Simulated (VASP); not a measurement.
Here is a VASP 6.6.1 calculation.

The input INCAR:

```
  ALGO = Normal
  EDIFF = 1E-6
  ENCUT = 520
  ISIF = 2
  ISMEAR = -1
  LASPH = True
  LCHARG = False
  LREAL = False
  LWAVE = False
  NBANDS = 20
  NELM = 60
  PREC = Accurate
  SIGMA = 0.08
```

KPOINTS

```
k-points
0
Gamma
  17 17 9
```

The input POSCAR:

```
Tc
1.0
    2.7948001738      0.0000000000      0.0000000000
   -1.3974000869      2.4203679491      0.0000000000
    0.0000000000      0.0000000000      4.3980000000
Tc
2
Direct
    0.3333333333      0.6666666667      0.2500000000
    0.6666666667      0.3333333333      0.7500000000
```

Potentials or basis: VASP PAW LDA potentials, release 64 (Tc_pv).

Command:

```sh
$ cat potpaw_LDA.64/Tc_pv/POTCAR > POTCAR
$ mpirun -np 1 vasp_std > vasp.out
```

Predict the band gap on the k mesh.

zero (bands 13 and 14 overlap by 2.82 eV).

What does it give for the pressure?

-21.9 GPa.

Stress tensor (GPa, compression positive):
```
-23.22   0.00   0.00
  0.00 -23.22   0.00
  0.00   0.00 -19.36
```

Caveat: the cell differs from its parent crystal (equal xx and yy strain of +2 %); the cell stands under tension.
